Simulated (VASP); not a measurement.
# BF (P1) in VASP: settings compared

The runs below take BF through single point, with r2SCAN, PBE.

Program: VASP 6.6.1. These are calculated values, not measurements. Logs are shortened: lines on timing, memory, paths and dates and some standing lists are left out, and cuts for length are marked.

### Step 1. The cell of the first run

The typed cell holds 2 atoms: a = 3.059 Å, b = 3.059 Å, c = 3.059 Å, α = 116.01°, β = 116.01°, γ = 97.07°.

### Step 2. Single point, r2SCAN

Input file POSCAR:

```
BF
1.0
   -1.6211298600      1.6211298600      2.0258349400
    1.6211298600     -1.6211298600      2.0258349400
    1.6211298600      1.6211298600     -2.0258349400
B F
1 1
Direct
   -0.0016280000     -0.0043440000      0.0129690000
    0.5113200000      0.5006440000     -0.0102550000
```

Input file INCAR.step1:

```
SYSTEM = BF
PREC = Accurate
ENCUT = 520
ISMEAR = -1
SIGMA = 0.05
LREAL = .False.
LASPH = .True.
NELM = 80
NBANDS = 12
GGA = PE
ALGO = Normal
EDIFF = 1E-4
LWAVE = .True.
LCHARG = .False.
```

Input file INCAR.step2:

```
SYSTEM = BF
PREC = Accurate
ENCUT = 520
EDIFF = 1E-6
ISMEAR = -1
SIGMA = 0.05
LREAL = .False.
LASPH = .True.
NELM = 80
ALGO = Normal
ISIF = 2
LWAVE = .False.
LCHARG = .False.
METAGGA = R2SCAN
LMIXTAU = .True.
NBANDS = 12
ISTART = 1
```

Input file KPOINTS:

```
Automatic mesh
0
Gamma
  8 8 8
  0 0 0
```

Potentials or basis: VASP PAW PBE potentials, release 64 (B, F).

Started as:

```
$ cat potpaw_PBE.64/B/POTCAR potpaw_PBE.64/F/POTCAR > POTCAR
$ cp INCAR.step1 INCAR
$ mpirun -np 1 vasp_std > vasp.out
$ cp INCAR.step2 INCAR
$ mpirun -np 1 vasp_std > vasp.out
```

OUTCAR:

```text
SYSTEM = BF
   PREC = Accurate
   ENCUT = 520
   EDIFF = 1E-6
   ISMEAR = -1
   LREAL = .False.
   LASPH = .True.
   NELM = 80
   ISIF = 2
   METAGGA = R2SCAN
   ISTART = 1

 ion  position               nearest neighbor table
   1  0.998  0.996  0.013-   2 1.94
   2  0.511  0.501  0.990-   1 1.94

  LATTYP: Found a body centered tetragonal cell.
 ALAT       =     3.2422597200
 C/A-ratio  =     1.2496438379

  Lattice vectors:

 A1 = (  -1.6211298600,   1.6211298600,   2.0258349400)
 A2 = (   1.6211298600,  -1.6211298600,   2.0258349400)
 A3 = (   1.6211298600,   1.6211298600,  -2.0258349400)

Analysis of symmetry for initial positions (statically):
=====================================================================
 Subroutine PRICEL returns:
 Original cell was already a primitive cell.

 Routine SETGRP: Setting up the symmetry group for a
 body centered tetragonal supercell.

 Subroutine GETGRP returns: Found  1 space group operations
 (whereof  1 operations were pure point group operations)
 out of a pool of 16 trial point group operations.

The static configuration has the point symmetry C_1 .

Analysis of symmetry for dynamics (positions and initial velocities):
=====================================================================
 Subroutine PRICEL returns:
 Original cell was already a primitive cell.

 Routine SETGRP: Setting up the symmetry group for a
 body centered tetragonal supercell.

 Subroutine GETGRP returns: Found  1 space group operations
 (whereof  1 operations were pure point group operations)
 out of a pool of 16 trial point group operations.

The dynamic configuration has the point symmetry C_1 .

 Subroutine INISYM returns: Found  1 space group operations
 (whereof  1 operations are pure point group operations),
 and found     1 'primitive' translations

----------------------------------------------------------------------------------------

                                     Primitive cell

  volume of cell :      21.2961

  direct lattice vectors                    reciprocal lattice vectors
    -1.621129860  1.621129860  2.025834940     0.000000000  0.308426865  0.246811816
     1.621129860 -1.621129860  2.025834940     0.308426865  0.000000000  0.246811816
     1.621129860  1.621129860 -2.025834940     0.308426865  0.308426865  0.000000000

  length of vectors
     3.059433158  3.059433158  3.059433158     0.395023041  0.395023041  0.436181455

  position of ions in fractional coordinates (direct lattice)
     0.998372000  0.995656000  0.012969000
     0.511320000  0.500644000  0.989745000

  ion indices of the primitive-cell ions
   primitive index   ion index
                 1           1
                 2           2

----------------------------------------------------------------------------------------

 KPOINTS: Automatic mesh

Automatic generation of k-mesh.
 Grid dimensions read from file:
 generate k-points for:    8    8    8

 Generating k-lattice:

  Cartesian coordinates                     Fractional coordinates (reciprocal lattice)
     0.000000000  0.038553358  0.030851477     0.125000000  0.000000000 -0.000000000
     0.038553358  0.000000000  0.030851477     0.000000000  0.125000000 -0.000000000
     0.038553358  0.038553358  0.000000000     0.000000000  0.000000000  0.125000000

  Length of vectors
     0.049377880  0.049377880  0.054522682

  Shift w.r.t. Gamma in fractional coordinates (k-lattice)
     0.000000000  0.000000000  0.000000000

 Subroutine IBZKPT returns following result:
 ===========================================

 Found    260 irreducible k-points:

 Following reciprocal coordinates:
            Coordinates               Weight
  0.000000  0.000000  0.000000      1.000000
  0.125000 -0.000000  0.000000      2.000000
 -0.000000  0.125000  0.000000      2.000000
 -0.000000  0.125000 -0.125000      2.000000
  0.125000 -0.000000 -0.125000      2.000000
  0.250000 -0.000000  0.000000      2.000000
[... 16 lines left out ...]
 -0.000000  0.375000 -0.125000      2.000000
  0.125000  0.250000 -0.375000      2.000000
 [... further k-points ...]
   k-points           NKPTS =    260   k-points in BZ     NKDIM =    260   number of bands    NBANDS=     12
   number of dos      NEDOS =    301   number of ions     NIONS =      2
   total plane-waves  NPLWV =  13824
   dimension x,y,z NGX =    24 NGY =   24 NGZ =   24
   dimension x,y,z NGXF=    48 NGYF=   48 NGZF=   48
   ions per type =               1   1
   NGX,Y,Z   is equivalent  to a cutoff of  13.04, 13.04, 13.04 a.u.
   NGXF,Y,Z  is equivalent  to a cutoff of  26.08, 26.08, 26.08 a.u.
 SYSTEM =  BF
   PREC   = accura    normal or accurate (medium, high low for compatibility)
   ISTART =      1    job   : 0-new  1-cont  2-samecut
   ICHARG =      0    charge: 1-file 2-atom 10-const
   ISPIN  =      1    spin polarized calculation?
   LNONCOLLINEAR =      F non collinear calculations
   LSORBIT =      F    spin-orbit coupling
   LASPH  =      T    aspherical Exc in radial PAW
   ENCUT  =  520.0 eV  38.22 Ry    6.18 a.u.   5.69  5.69  5.69*2*pi/ulx,y,z
   NELM   =     80;   NELMIN=  2; NELMDL=  0     # of ELM steps
   EDIFF  = 0.1E-05   stopping-criterion for ELM
   LREAL  =      F    real-space projection
[... 7 lines left out ...]
   TEBEG  =    0.0;   TEEND  =   0.0 temperature during run
   PSTRESS=    0.0 pullay stress
   NELECT =      10.0000    total number of electrons
   NUPDOWN=      -1.0000    fix difference up-down
   EMIN   =  10.00;   EMAX   =-10.00  energy-range for DOS
   EFERMI =   0.00;   METHOD = LEGACY
   ISMEAR =    -1;   SIGMA  =   0.05  broadening in eV -4-tet -1-fermi 0-gaus
   EFERMI_NEDOS =   21; number of points for ismear=-14 and -15
   IALGO  =     38    algorithm
   IMIX   =      4    mixing-type and parameters
     AMIX     =   0.40;   BMIX     =  1.00
     AMIX_MAG =   1.60;   BMIX_MAG =  1.00
  volume/ion in A,a.u.               =      10.65        71.86
  Fermi-wavevector in a.u.,A,eV,Ry     =   1.272453  2.404587 22.029677  1.619136
  Thomas-Fermi vector in A             =   2.405330
   LORBIT       =      0    0 simple, 1 ext, 2 COOP (PROOUT), +10 PAW based schemes
   METAGGA = R2SCAN    functional components
   LHFCALC =     F    Hartree Fock is set to
   AEXX    =    0.0000 exact exchange contribution
   IVDW    =     0    specifies the selected vdW correction
   LEPSILON=     F    determine dielectric tensor
   LRPA    =     F    only Hartree local field effects (RPA)
 non-spin polarized calculation
  energy-cutoff  :      520.00
  volume of cell :       21.30
 maximum number of plane-waves:       588
   NGX = 11   NGY = 11   NGZ = 11

 number of electron      10.0000001 magnetization

 Free energy of the ion-electron system (eV)
  ---------------------------------------------------
  ext. energy  EPLUGINS =         0.00000000
  ---------------------------------------------------
  free energy    TOTEN  =        -8.38838616 eV

  energy without entropy =       -8.38817058  energy(sigma->0) =       -8.38827837

 E-fermi :   3.0537     XC(G=0): -10.6885

 val. band max:        2.9012114678   @ k =   0.5000  -0.0000   0.0000
 cond. band min:       3.2136951943   @ k =   0.5000  -0.0000   0.0000
 fundamental gap:      0.3124837265
 Fermi energy:         3.0537061571

 k-point     1 :       0.0000    0.0000    0.0000
  band No.  band energies     occupation
      1     -23.4721      2.00000
      2      -3.6262      2.00000
      3      -3.0636      2.00000
      4      -2.6319      2.00000
      5      -2.6221      2.00000
      6       7.9547      0.00000
      7       7.9662      0.00000
      8      10.0808      0.00000
      9      18.7109      0.00000
     10      18.7467      0.00000
     11      19.7429      0.00000
     12      20.5836      0.00000

 k-point     2 :       0.1250   -0.0000    0.0000
  band No.  band energies     occupation
      1     -23.4127      2.00000
      2      -4.6345      2.00000
      3      -3.0743      2.00000
      4      -2.6744      2.00000
      5      -1.4556      2.00000
      6       7.4180      0.00000
      7       7.6398      0.00000
      8       9.5846      0.00000
      9      17.8886      0.00000
     10      19.3286      0.00000
     11      19.8527      0.00000
     12      21.0061      0.00000

 k-point     3 :      -0.0000    0.1250    0.0000
  band No.  band energies     occupation
      1     -23.4126      2.00000
      2      -4.6403      2.00000
      3      -3.0633      2.00000
      4      -2.6783      2.00000
      5      -1.4574      2.00000
      6       7.4163      0.00000
      7       7.6440      0.00000
      8       9.5855      0.00000
      9      17.8911      0.00000
     10      19.3045      0.00000
     11      19.8656      0.00000
     12      21.0119      0.00000

 k-point     4 :      -0.0000    0.1250   -0.1250
  band No.  band energies     occupation
      1     -23.4129      2.00000
      2      -4.6210      2.00000
      3      -3.0913      2.00000
      4      -2.6729      2.00000
      5      -1.4517      2.00000
      6       7.4135      0.00000
      7       7.6342      0.00000
      8       9.5823      0.00000
      9      17.9123      0.00000
     10      19.3417      0.00000
     11      19.8415      0.00000
     12      20.9971      0.00000

 k-point     5 :       0.1250   -0.0000   -0.1250
  band No.  band energies     occupation
      1     -23.4130      2.00000
      2      -4.6130      2.00000
      3      -3.0972      2.00000
      4      -2.6760      2.00000
      5      -1.4495      2.00000
      6       7.4063      0.00000
      7       7.6337      0.00000
      8       9.5807      0.00000
      9      17.9393      0.00000
     10      19.3330      0.00000
     11      19.8414      0.00000
     12      20.9934      0.00000
[... 228 lines left out ...]
      1     -23.3182      2.00000
      2      -5.4524      2.00000
      3      -2.9301      2.00000
      4      -2.8761      2.00000
      5      -0.3461      2.00000
      6       6.6441      0.00000
      7       7.3615      0.00000
      8       8.6083      0.00000
      9      17.1399      0.00000
     10      20.2014      0.00000
     11      20.5628      0.00000
     12      21.7554      0.00000

 k-point    22 :       0.2500    0.1250    0.0000
  band No.  band energies     occupation
      1     -23.1668      2.00000
      2      -6.2130      2.00000
      3      -3.2073      2.00000
      4      -2.8620      2.00000
      5       1.1173      2.00000
      6       5.4428      0.00000
      7       6.6931      0.00000
      8       7.6308      0.00000
      9      17.0460      0.00000
     10      21.0869      0.00000
     11      21.7845      0.00000
     12      22.9985      0.00000

 k-point    23 :      -0.0000    0.3750   -0.1250
  band No.  band energies     occupation
      1     -23.1670      2.00000
      2      -6.2068      2.00000
      3      -3.2138      2.00000
      4      -2.8607      2.00000
      5       1.1181      2.00000
      6       5.4150      0.00000
      7       6.7294      0.00000
      8       7.6192      0.00000
      9      17.0323      0.00000
     10      21.1126      0.00000
     11      21.7613      0.00000
     12      23.0026      0.00000

 k-point    24 :       0.1250    0.2500   -0.3750
  band No.  band energies     occupation
      1     -23.1683      2.00000
      2      -6.1780      2.00000
      3      -3.2041      2.00000
      4      -2.8865      2.00000
      5       1.1167      2.00000
      6       5.3874      0.00000
      7       6.7074      0.00000
      8       7.6142      0.00000
      9      17.0464      0.00000
     10      21.1818      0.00000
     11      21.7577      0.00000
     12      23.0517      0.00000

 [... further k-points ...]
[... 5 lines left out ...]
  --------------------------------------------------------------------------------------
  -------------------------------------------------------------------------------------
  Total        1.4656501      1.4577088      2.4373498     -0.0148198     -0.0297105     -0.0601702
  in kB      110.2658989    109.6684497    183.3702127     -1.1149460     -2.2352257     -4.5268144
  external PRESSURE =     134.4348538 kB  Pullay stress =       0.0000000 kB

 VOLUME and BASIS-vectors are now :
 -----------------------------------------------------------------------------
  energy-cutoff  :      520.00
  volume of cell :       21.30
      direct lattice vectors                 reciprocal lattice vectors
    -1.621129860  1.621129860  2.025834940     0.000000000  0.308426865  0.246811816
     1.621129860 -1.621129860  2.025834940     0.308426865  0.000000000  0.246811816
     1.621129860  1.621129860 -2.025834940     0.308426865  0.308426865  0.000000000

 POSITION                                       TOTAL-FORCE (eV/Angst)
 -----------------------------------------------------------------------------------
      0.01662      0.02543      4.01330         0.050781      0.025984     -0.778544
      1.58720      1.62181      0.04501        -0.050781     -0.025984      0.778544
 -----------------------------------------------------------------------------------
    total drift:                                0.000148      0.000030      0.000034

  FREE ENERGIE OF THE ION-ELECTRON SYSTEM (eV)
  ---------------------------------------------------
  free  energy   TOTEN  =        -8.3883861570 eV

  energy  without entropy=       -8.3881705807  energy(sigma->0) =       -8.38827837
```

Run time: 56 s. Hardware: 1 thread of Intel Xeon 6975P-C (Granite Rapids), shared host; peak memory 0.18 GiB.

Results:

| Item | Value |
| --- | --- |
| Free energy | -8.3884 eV |
| Pressure | 13.4 GPa |
| Largest force | 0.781 eV/Å |
| Band gap on the k mesh | 0.31 eV, direct |

Forces in eV/Å, atoms in the order of the input:
```
B    0.051  0.026 -0.779
F   -0.051 -0.026  0.779
```

Levels at points of the mesh, in eV from the valence-band top:
```csv
k point,band 2,band 3,band 4,band 5,band 6,band 7,band 8,band 9
"(0.00, 0.00, 0.00)",-6.53,-5.96,-5.53,-5.52,5.05,5.06,7.18,15.81
"(0.50, 0.00, 0.00)",-9.75,-5.83,-5.82,0.00,0.31,3.25,4.33,14.30
"(0.00, 0.50, 0.00)",-9.76,-5.82,-5.82,-0.01,0.32,3.25,4.33,14.31
"(0.00, 0.50, 0.50)",-9.72,-5.85,-5.81,-0.03,0.32,3.22,4.31,14.30
"(0.50, 0.00, 0.50)",-9.71,-5.85,-5.81,-0.07,0.34,3.21,4.30,14.32
"(0.50, 0.50, 0.00)",-8.38,-7.40,-6.10,-3.56,2.96,4.40,6.39,10.31
"(0.00, 0.00, 0.50)",-8.40,-7.40,-6.09,-3.56,2.97,4.39,6.43,10.26
"(0.50, 0.50, 0.50)",-8.79,-6.87,-6.85,-3.34,4.31,4.37,4.95,8.79
```

Caveat: the PAW data sets were made with another functional, which shifts forces and pressure a little. A k mesh can miss the band edges.

[end of part 1 of 2]
